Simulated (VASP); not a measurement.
A run of VASP 6.6.1:

The input INCAR:

```
  ALGO = Normal
  EDIFF = 1E-6
  ENCUT = 520
  GGA = PS
  ISIF = 2
  ISMEAR = -1
  LASPH = True
  LCHARG = False
  LREAL = False
  LWAVE = False
  NBANDS = 25
  NELM = 60
  PREC = Accurate
  SIGMA = 0.05
```

Contents of KPOINTS:

```
k-points
0
Gamma
  8 8 5
```

Contents of POSCAR:

```
CuO
1.0
    2.3212035000     -1.6962660000      0.0000000000
    2.3212035000      1.6962660000      0.0000000000
   -0.8519488116      0.0000000000      5.0594363927
Cu O
2 2
Direct
    0.4968000000      0.0032000000      0.5000000000
    0.0032000000      0.4968000000      0.0000000000
    0.4056000000      0.5714000000      0.7537000000
    0.5714000000      0.4056000000      0.2537000000
```

Potentials or basis: VASP PAW PBE potentials, release 64 (Cu, O).

Run with:

```sh
$ cat potpaw_PBE.64/Cu/POTCAR potpaw_PBE.64/O/POTCAR > POTCAR
$ mpirun -np 1 vasp_std > vasp.out
```

Hardware: 1 thread of Intel(R) Xeon(R) Platinum 8375C CPU @ 2.90GHz (Ice Lake), on a shared host.

Task: Estimate the wall time of this run.

Result: Wall time 97 s on 1 thread of Intel(R) Xeon(R) Platinum 8375C CPU @ 2.90GHz (Ice Lake), on a shared host, peak memory 0.21 GiB. Counts: scf iterations 15, k points 93.
